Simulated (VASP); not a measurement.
TiO2, 12 atoms in the cell. It takes space group P2_1/c (No. 14, monoclinic). The conventional cell has a = 4.589 Å, b = 4.849 Å, c = 4.736 Å, α = 90.00°, β = 98.60°, γ = 90.00°. Within 2.4 Å of Ti (site symmetry 1) lie 7 O at 1.82 to 2.27 Å. O (site symmetry 1) has 3 Ti at 1.92 to 2.27 Å and 9 O at 2.41 to 2.69 Å within 2.7 Å. O (site symmetry 1) has 4 Ti at 1.82 to 2.11 Å and 9 O at 2.32 to 2.86 Å within 2.9 Å. 

```yaml
Program: VASP 6.6.1
Task: electric field gradients
Functional: PBE
Potentials_or_basis: VASP PAW PBE potentials, release 64 (Ti_sv, O)
Cutoff: 520 eV
k_mesh: 5 × 5 × 5
Occupations: fermi-dirac, width 0.02 eV
Spin: no spin polarisation
Dipole_correction: no
Further_INCAR_settings: ALGO = Normal; EDIFF = 1e-08; NBANDS = 60
```

Potentials or basis: VASP PAW PBE potentials, release 64 (Ti_sv, O).

Launch:

```sh
$ cat potpaw_PBE.64/Ti_sv/POTCAR potpaw_PBE.64/O/POTCAR > POTCAR
$ mpirun -np 1 vasp_std > vasp.out
```

Hardware: 1 thread of Intel(R) Xeon(R) 6975P-C (Granite Rapids), on a shared host.

Q: How long does it take, and how much memory?

A: Wall time 2.7 min on 1 thread of Intel(R) Xeon(R) 6975P-C (Granite Rapids) (shared host), peak memory 0.32 GiB. Counts: scf iterations 21, k points 39.
